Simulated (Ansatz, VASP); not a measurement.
**One calculation of HfO2, two programs**

```xyz
3
Lattice="0.0705 2.6509 2.6509 2.6509 0.0705 2.6509 2.6509 2.6509 0.0705" Properties=species:S:1:pos:R:3 pbc="T T T"
Hf    0.0000    0.0000    0.0000
O     1.3431    1.3431    1.3431
O     4.0292    4.0292    4.0292
```

Alike in both runs: task single point; functional PBE; k mesh 8 × 8 × 8; occupations gaussian, width 0.05 eV; no spin polarisation.

|  | VASP | Ansatz |
| --- | --- | --- |
| version | VASP 6.6.1 | Ansatz 0.2.0 |
| potentials or method | VASP PAW PBE potentials, release 64 (Hf_pv, O), cutoff 520 eV | scalar-relativistic, plane waves, PAW |
| valence electrons in the cell | 22 | 38 |

```csv
,VASP,Ansatz,Ansatz less VASP
gap on the k mesh at the Fermi level (eV),3.56,3.57,+0.008
least direct gap on the mesh (eV),3.56,3.57,+0.008
pressure (GPa),-18.7,-15.7,+2.94
"traceless stress, the component that is largest in VASP (GPa)",-1.07,-1.18,-0.109
rms of the force components (eV/Å),0.036,0.048,+0.0122
```

Atom by atom the forces differ by 0.012 eV/Å (rms over components). With one functional, cell and mesh, what is left measures potentials, basis and numerics. VASP's potentials hold 22 valence electrons a cell and Ansatz's 38, so a difference there can come from the potentials and not from the codes.

Spin-orbit coupling is off throughout.
